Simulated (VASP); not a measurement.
Input of a VASP 6.6.1 run:

File INCAR:

```
SYSTEM = LaPd2
PREC     = Accurate       ! precision mode
ENCUT    = 520            ! plane-wave cutoff, eV
EDIFF    = 1E-6           ! SCF threshold, eV
ISMEAR   = -1             ! smearing method
SIGMA    = 0.1            ! smearing width, eV
LREAL    = .False.        ! projectors in reciprocal space
LASPH    = .True.         ! aspherical terms in the spheres
NELM     = 100            ! most SCF steps
ALGO     = Normal         ! electronic algorithm
ISIF     = 2              ! what is computed and relaxed
LWAVE    = .False.        ! write WAVECAR
LCHARG   = .True.         ! write CHGCAR
GGA      = RP             ! functional
LELF     = .True.         ! ELF
LVHAR    = .True.       
NBANDS   = 22             ! bands
```

The input KPOINTS:

```
regular mesh
0
Gamma
  12 12 12
  0 0 0
```

Contents of POSCAR:

```
LaPd2
1.0
    5.2940910000      0.0000000000      0.0000000000
    2.2601337943      4.7873995810      0.0000000000
   -3.7771123027     -2.3936997306      2.8339060974
La Pd
1 2
Direct
    0.0000000000      0.0000000000      0.0000000000
    0.7500000000      0.2500000000      0.5000000000
    0.2500000000      0.7500000000      0.5000000000
```

Potentials or basis: VASP PAW PBE potentials, release 64 (La, Pd).

Run with:

```sh
$ cat potpaw_PBE.64/La/POTCAR potpaw_PBE.64/Pd/POTCAR > POTCAR
$ mpirun -np 1 vasp_std > vasp.out
```

(1) Predict the pressure.

## Answers

(1) 1.8 GPa.

Caveat: the PAW data sets were made with another functional, which shifts forces and pressure a little.
